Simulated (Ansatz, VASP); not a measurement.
# Two plane-wave programs on Ga4SbAs3

```
Ga Sb As
1.0
     5.78072    0.00000    0.00000
     0.00000   -5.78072    0.00000
     0.00000    0.00000   -5.78072
Ga Sb As
4 1 3
Direct
  0.99112 0.50888 0.50888
  0.50888 0.99112 0.50888
  0.50888 0.50888 0.99112
  0.99112 0.99112 0.99112
  0.25000 0.25000 0.25000
  0.75000 0.75000 0.25000
  0.75000 0.25000 0.75000
  0.25000 0.75000 0.75000
```

Alike in both runs: functional PBEsol; k mesh 4 × 4 × 4; occupations gaussian, width 0.1 eV; no spin polarisation.

Ansatz relaxed the structure, and its values are those at the end. VASP's run is a single point on that final structure, the one shown.

|  | VASP | Ansatz |
| --- | --- | --- |
| version | VASP 6.6.1 | Ansatz 0.2.0 |
| potentials or method | VASP PAW PBE potentials, release 64 (Ga_d, Sb, As), cutoff 520 eV | scalar-relativistic, plane waves, PAW |
| valence electrons in the cell | 72 | 112 |

```tsv
	VASP	Ansatz	Ansatz less VASP
gap on the k mesh at the Fermi level (eV)	none	none	-
pressure (GPa)	0.0	-0.1	-0.14
rms of the force components (eV/Å)	0.021	0.021	+0.0005
```

VASP's potentials were made for PBE, not for PBEsol. A gap of «none» marks a metal or a gap that the smearing closes. VASP's potentials hold 72 valence electrons a cell and Ansatz's 112, so a difference there can come from the potentials and not from the codes.

Neither program's run includes spin-orbit coupling.
